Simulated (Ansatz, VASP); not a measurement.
# Two plane-wave programs on I

```
I
1.0
     4.45796   -2.30521    0.00000
     4.45796    2.30521    0.00000
     0.00000    0.00000    9.82714
I
4
Direct
  0.84061 0.15939 0.87793
  0.34061 0.65939 0.62207
  0.15939 0.84061 0.12207
  0.65939 0.34061 0.37793
```

Alike in both runs: functional PBE; k mesh 8 × 8 × 4; occupations gaussian, width 0.02 eV; no spin polarisation.

Ansatz relaxed the structure, and its values are those at the end. VASP's run is a single point on that final structure, the one shown.

|  | VASP | Ansatz |
| --- | --- | --- |
| version | VASP 6.6.1 | Ansatz 0.2.0 |
| potentials or method | VASP PAW PBE potentials, release 64 (I), cutoff 520 eV | scalar-relativistic, plane waves, PAW |
| valence electrons in the cell | 28 | 68 |

|  | VASP | Ansatz | Ansatz less VASP |
| --- | --- | --- | --- |
| gap on the k mesh at the Fermi level (eV) | 1.02 | 1.01 | -0.008 |
| least direct gap on the mesh (eV) | 1.08 | 1.07 | -0.006 |
| pressure (GPa) | 0.0 | 0.0 | +0.03 |
| rms of the force components (eV/Å) | 0.011 | 0.003 | -0.0084 |

With one functional, cell and mesh, what is left measures potentials, basis and numerics. VASP's potentials hold 28 valence electrons a cell and Ansatz's 68, so a difference there can come from the potentials and not from the codes.

Spin-orbit coupling is off throughout.
